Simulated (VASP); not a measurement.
A run of VASP 6.6.1 is set up as follows.

File INCAR:

```
SYSTEM = Os
  PREC = Accurate
  ENCUT = 520
  EDIFF = 1E-6
  ISMEAR = -1
  SIGMA = 0.1
  LREAL = .False.
  LASPH = .True.
  NELM = 100
  ALGO = Normal
  ISIF = 2
  LWAVE = .False.
  LCHARG = .True.
  GGA = B5
  ALDAX = 1.0
  AGGAX = 1.0
  AGGAC = 1.0
  ALDAC = 0.0
  LELF = .True.
  LVHAR = .True.
  NBANDS = 15
```

The input KPOINTS:

```
Automatic mesh
0
Gamma
  11 11 11
  0 0 0
```

The input POSCAR:

```
Os
1.0
    0.0000000000      2.6982640553      2.6982640553
    2.6982640553      0.0000000000      2.6982640553
    2.6982640553      2.6982640553      0.0000000000
Os
2
Direct
    0.1250000000      0.1250000000      0.1250000000
    0.8750000000      0.8750000000      0.8750000000
```

Potentials or basis: VASP PAW PBE potentials, release 64 (Os).

Launch:

```bash
$ cat potpaw_PBE.64/Os/POTCAR > POTCAR
$ mpirun -np 1 vasp_std > vasp.out
```

(1) What does it give for the band gap on the k mesh?

(2) Estimate the pressure.

Results:

(1) zero (bands 8 and 9 overlap by 1.14 eV).

(2) 31.7 GPa.

Caveat: the cell stands under pressure; the PAW data sets were made with another functional, which shifts forces and pressure a little; spin-orbit coupling is left out, which moves the levels of the heavy elements.
